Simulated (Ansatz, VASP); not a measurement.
# Two plane-wave programs on Si4O

```xyz
5
Lattice="4.8499 0.0000 0.0000 0.0000 4.8499 0.0000 0.0000 0.0000 3.1381" Properties=species:S:1:pos:R:3 pbc="T T T"
Si    3.3038    3.3202    1.5690
Si    1.5461    1.5297    1.5690
Si    1.5297    3.3038    1.5690
Si    3.3202    1.5461    1.5690
O     2.4249    2.4249    0.0000
```

Alike in both runs: task relaxation of cell and atoms; functional PBE; k mesh 4 × 4 × 6; occupations gaussian, width 0.1 eV; no spin polarisation.

|  | VASP | Ansatz |
| --- | --- | --- |
| version | VASP 6.6.1 | Ansatz 0.2.0 |
| potentials or method | VASP PAW PBE potentials, release 64 (Si, O), cutoff 600 eV | scalar-relativistic, plane waves, PAW |
| valence electrons in the cell | 22 | 22 |

|  | VASP | Ansatz | Ansatz less VASP |
| --- | --- | --- | --- |
| gap on the k mesh at the Fermi level, each at its own relaxed structure (eV) | none | none | - |
| relaxed volume (Å³/atom) | 14.56 | 13.57 | -0.993 |
| relaxed length of the cell vector where the two differ most in proportion (Å) | 2.660 | 2.577 | -0.0832 |

A gap of «none» marks a metal or a gap that the smearing closes. One of these differences is far larger than is usual between the two programs; its cause wasn't traced.
